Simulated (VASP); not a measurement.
A run of VASP 6.6.1 is set up as follows.

Contents of INCAR:

```
SYSTEM = Pd
  ALGO = Normal
  EDIFF = 1E-6
  ENCUT = 520
  GGA = CA
  ISIF = 2
  ISMEAR = 1
  ISPIN = 2
  LASPH = .TRUE.
  LCHARG = .TRUE.
  LELF = .TRUE.
  LMAXMIX = 4
  LORBIT = 11
  LREAL = .FALSE.
  LVHAR = .TRUE.
  LWAVE = .FALSE.
  MAGMOM = 0.5
  NBANDS = 15
  NELM = 150
  PREC = Accurate
  SIGMA = 0.6
```

The input KPOINTS:

```
k-points
0
G
  14 14 14
  0 0 0
```

POSCAR

```
Pd
1.0
    0.0000000000      1.9202771092      1.9202771092
    1.9202771092      0.0000000000      1.9202771092
    1.9202771092      1.9202771092      0.0000000000
Pd
1
Direct
    0.0000000000      0.0000000000      0.0000000000
```

Potentials or basis: VASP PAW LDA potentials, release 64 (Pd).

Launch:

```console
$ cat potpaw_LDA.64/Pd/POTCAR > POTCAR
$ mpirun -np 1 vasp_std > vasp.out
```

Estimate the net moment.

0.00 μB per cell.

Predict the band gap on the k mesh.

zero (filled and empty bands overlap).

What does it give for the pressure?

0.4 GPa.
